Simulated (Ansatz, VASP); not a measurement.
As in VASP and in Ansatz

```
CELL_PARAMETERS angstrom
2.70368 0.00000 0.00000
0.00000 2.70368 0.00000
0.00000 0.00000 2.70368
ATOMIC_POSITIONS crystal
As 0.50000 0.50000 0.50000
```

Alike in both runs: task single point; functional r2SCAN; k mesh 18 × 18 × 18; occupations gaussian, width 0.15 eV; no spin polarisation.

|  | VASP | Ansatz |
| --- | --- | --- |
| version | VASP 6.6.1 | Ansatz 0.2.0 |
| potentials or method | VASP PAW PBE potentials, release 64 (As), cutoff 520 eV | scalar-relativistic, plane waves, PAW |
| valence electrons in the cell | 5 | 15 |

|  | VASP | Ansatz | Ansatz less VASP |
| --- | --- | --- | --- |
| gap on the k mesh at the Fermi level (eV) | none | none | - |
| pressure (GPa) | 0.4 | 0.4 | +0.03 |

VASP's potentials were made for PBE, not for r2SCAN. A gap of «none» marks a metal or a gap that the smearing closes. VASP's potentials hold 5 valence electrons a cell and Ansatz's 15, so a difference there can come from the potentials and not from the codes.
